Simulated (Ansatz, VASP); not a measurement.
# Be2Te in VASP and in Ansatz

```xyz
3
Lattice="0.0000 3.0437 3.0437 3.0437 0.0000 3.0437 3.0437 3.0437 0.0000" Properties=species:S:1:pos:R:3 pbc="T T T"
Be    1.5218    1.5218    1.5218
Be    4.5655    4.5655    4.5655
Te    0.0000    0.0000    0.0000
```

Alike in both runs: functional PBE; k mesh 14 × 14 × 14; occupations gaussian, width 0.1 eV; no spin polarisation.

Ansatz relaxed the structure, and its values are those at the end. VASP's run is a single point on that final structure, the one shown.

|  | VASP | Ansatz |
| --- | --- | --- |
| version | VASP 6.6.1 | Ansatz 0.2.0 |
| potentials or method | VASP PAW PBE potentials, release 64 (Be, Te), cutoff 520 eV | scalar-relativistic, plane waves, PAW |
| valence electrons in the cell | 10 | 20 |

|  | VASP | Ansatz | Ansatz less VASP |
| --- | --- | --- | --- |
| gap on the k mesh at the Fermi level (eV) | none | none | - |
| pressure (GPa) | 0.1 | 0.0 | -0.08 |

A gap of «none» marks a metal or a gap that the smearing closes. VASP's potentials hold 10 valence electrons a cell and Ansatz's 20, so a difference there can come from the potentials and not from the codes.

Spin-orbit coupling is off throughout.
